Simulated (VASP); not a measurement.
Wanted: the native input for a VASP 6.6.1 run.

- Task: single point
- Functional: PBE
- Dispersion: D3(BJ)
- Potentials or basis: VASP PAW PBE potentials, release 64 (B, As)
- Cutoff: 420 eV
- k mesh: 12 × 12 × 1
- Occupations: gaussian, width 0.03 eV
- Spin: no spin polarisation
- Dipole correction: yes
- Further INCAR settings: ALGO = Normal; EDIFF = 1e-06; NBANDS = 11; NELMDL = -8

The structure of BAs lies in POSCAR:

```
BAs
1.0
    3.3751402789      0.0000000000      0.0000000000
   -1.6875701395      2.9229572229      0.0000000000
    0.0000000000      0.0000000000     23.8000000000
B As
1 1
Direct
    0.3333333333      0.6666666667      0.2941176471
    0.6666666667      0.3333333333      0.2941176471
```

One way to write it, as run:

INCAR

```
PREC = Accurate
ENCUT = 420
EDIFF = 1E-6
ISMEAR = 0
SIGMA = 0.03
LREAL = F
LASPH = T
NELM = 120
ALGO = Normal
ISIF = 2
LWAVE = F
LCHARG = F
LDIPOL = T
IDIPOL = 3
DIPOL = 0.5 0.5 0.294
GGA = PE
IVDW = 12
NBANDS = 11
GGA_COMPAT = F
NELMDL = -8
```

KPOINTS

```
regular mesh
0
Gamma
  12 12 1
```

Potentials or basis: VASP PAW PBE potentials, release 64 (B, As).

The run is started by

```sh
$ cat potpaw_PBE.64/B/POTCAR potpaw_PBE.64/As/POTCAR > POTCAR
$ mpirun -np 1 vasp_std > vasp.out
```

Results of the run:

```json
{"Band gap on the k mesh": "0.74 eV", "Dispersion energy per atom": "-0.131 eV"}
```

Caveat: semilocal functionals underestimate gaps, and a narrow one can read as zero.

Wall time 74 s on 1 thread of AMD EPYC 7R13, on a shared host, peak memory 0.26 GiB.
